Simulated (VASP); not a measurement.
Input of a VASP 6.6.1 run:

Contents of POSCAR:

```
SnO2
1.0
    4.7605144913      0.0000000000      0.0000000000
    0.0000000000      4.7606977633      0.0000000000
    0.0000000000      0.0000000000      3.2000515029
Sn O
2 4
Direct
    0.5000000000      0.5000000000      0.5000000000
    0.0000000000      0.0000000000      0.0000000000
    0.3058348108      0.3059224605      0.0000000000
    0.8058348108      0.1940775395      0.5000000000
    0.1941651892      0.8059224605      0.5000000000
    0.6941651892      0.6940775395      0.0000000000
```

Contents of INCAR.step1:

```
  ALGO = Normal
  EDIFF = 1E-4
  ENCUT = 520
  GGA = PE
  ISMEAR = 0
  LASPH = True
  LCHARG = False
  LREAL = False
  LWAVE = True
  NBANDS = 35
  NELM = 100
  PREC = Accurate
  SIGMA = 0.05
```

The input INCAR.step2:

```
  ALGO = Normal
  EDIFF = 1E-6
  ENCUT = 520
  ISIF = 2
  ISMEAR = 0
  ISTART = 1
  LASPH = True
  LCHARG = False
  LMIXTAU = True
  LREAL = False
  LWAVE = False
  METAGGA = R2SCAN
  NBANDS = 35
  NELM = 100
  PREC = Accurate
  SIGMA = 0.05
```

The input KPOINTS:

```
k-points
0
Gamma
  4 4 6
```

Potentials or basis: VASP PAW PBE potentials, release 64 (Sn_d, O).

Command:

```bash
$ cat potpaw_PBE.64/Sn_d/POTCAR potpaw_PBE.64/O/POTCAR > POTCAR
$ cp INCAR.step1 INCAR
$ mpirun -np 1 vasp_std > vasp.out
$ cp INCAR.step2 INCAR
$ mpirun -np 1 vasp_std > vasp.out
```

Q: Estimate the largest force.

A: 0.024 eV/Å.

Q: What does it give for the pressure?

A: 1.1 GPa.

Q: Predict the band gap on the k mesh.

A: 1.79 eV.

Forces in eV/Å, atoms in the order of the input:
```
Sn   0.000  0.000  0.000
Sn   0.000  0.000  0.000
O   -0.017 -0.017  0.000
O   -0.017  0.017  0.000
O    0.017 -0.017  0.000
O    0.017  0.017  0.000
```

Caveat: the PAW data sets were made with another functional, which shifts forces and pressure a little; spin-orbit coupling is left out, which moves the levels of the heavy elements.
